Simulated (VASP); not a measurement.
Set up this calculation in VASP 6.6.1, as the native input.

```yaml
Task: relaxation of cell and atoms
Functional: PBE
Dispersion: D3(BJ)
Potentials_or_basis: VASP PAW PBE potentials, release 64 (Pt)
Cutoff: 600 eV
k_mesh: 12 × 12 × 12
Occupations: fermi-dirac, width 0.05 eV
Spin: no spin polarisation
Dipole_correction: no
Further_INCAR_settings: ALGO = Normal; EDIFF = 1e-06; IBRION = 2; EDIFFG = -0.01; NSW = 60; ISIF = 3
```

The structure of Pt lies in POSCAR:

```
Pt
1.0
    0.0000000000      1.9609000000      1.9609000000
    1.9609000000      0.0000000000      1.9609000000
    1.9609000000      1.9609000000      0.0000000000
Pt
1
Direct
    0.0000000000      0.0000000000      0.0000000000
```

These files were run (other wordings do the same):

INCAR

```
PREC = Accurate ; ENCUT = 600
EDIFF = 1E-6 ; ISMEAR = -1
SIGMA = 0.05 ; LREAL = F
LASPH = T ; NELM = 100
ALGO = Normal ; ISIF = 3
LWAVE = F ; LCHARG = F
GGA = PE ; IVDW = 12
IBRION = 2 ; NSW = 60
EDIFFG = -0.01
```

KPOINTS

```
regular mesh
0
Gamma
  12 12 12
```

Potentials or basis: VASP PAW PBE potentials, release 64 (Pt).

Run with:

```bash
$ cat potpaw_PBE.64/Pt/POTCAR > POTCAR
$ mpirun -np 1 vasp_std > vasp.out
```

Results of the run:

| Item | Value |
| --- | --- |
| Relaxed volume | 15.14 Å³/atom |
| Relaxed cell | a = 2.777 Å, b = 2.777 Å, c = 2.777 Å, α = 60.00°, β = 60.00°, γ = 60.00° |
| Space group after relaxing (to 0.05 Å) | Fm-3m (No. 225) |
| Energy gained by relaxing | 0.2 meV/atom |
| Ionic steps | 3 |
| Pressure after relaxing | 0.0 GPa |
| Band gap on the k mesh | zero (band 5 reaches 11.69 eV, above the bottom of band 6 at 9.47 eV) |
| Dispersion energy per atom | -0.776 eV |

Caveat: spin-orbit coupling is left out, which moves the levels of the heavy elements; pairwise dispersion overbinds metals, which lowers pressure and volume.

Run time: 10 s on 1 thread of Intel(R) Xeon(R) Platinum 8488C (Sapphire Rapids), on a shared host, peak memory 0.16 GiB.
